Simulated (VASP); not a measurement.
MgO (scan.b), 2 atoms in the cell. Symmetry: Fm-3m, No. 225, cubic system. The conventional cell has a = 4.162 Å, b = 4.162 Å, c = 4.162 Å, α = 90.00°, β = 90.00°, γ = 90.00°. Mg (site symmetry m-3m) has 6 O at 2.08 Å within 2.8 Å. Within 2.8 Å of O (site symmetry m-3m) lie 6 Mg at 2.08 Å.  This cell differs from its parent crystal: volume scaled by 0.97.

| Property | Result |
| --- | --- |
| Program | VASP 6.6.1 |
| Task | single point |
| Functional | r2SCAN |
| Potentials or basis | VASP PAW PBE potentials, release 64 (Mg, O) |
| Cutoff | 660 eV |
| k mesh | 10 × 10 × 10 |
| Occupations | gaussian, width 0.02 eV |
| Spin | no spin polarisation |
| Dipole correction | no |
| Further INCAR settings | ALGO = Normal; EDIFF = 1e-06; NBANDS = 11 |

Potentials or basis: VASP PAW PBE potentials, release 64 (Mg, O).

The run is started by

```bash
$ cat potpaw_PBE.64/Mg/POTCAR potpaw_PBE.64/O/POTCAR > POTCAR
$ cp INCAR.step1 INCAR
$ mpirun -np 1 vasp_std > vasp.out
$ cp INCAR.step2 INCAR
$ mpirun -np 1 vasp_std > vasp.out
```

Hardware: 1 thread of Intel(R) Xeon(R) 6975P-C (Granite Rapids), on a shared host.

Problem. How long does it take, and how much memory?

Solution. Run time: 32 s on 1 thread of Intel(R) Xeon(R) 6975P-C (Granite Rapids), with other jobs on the host, peak memory 0.17 GiB. Counts: k points 47.
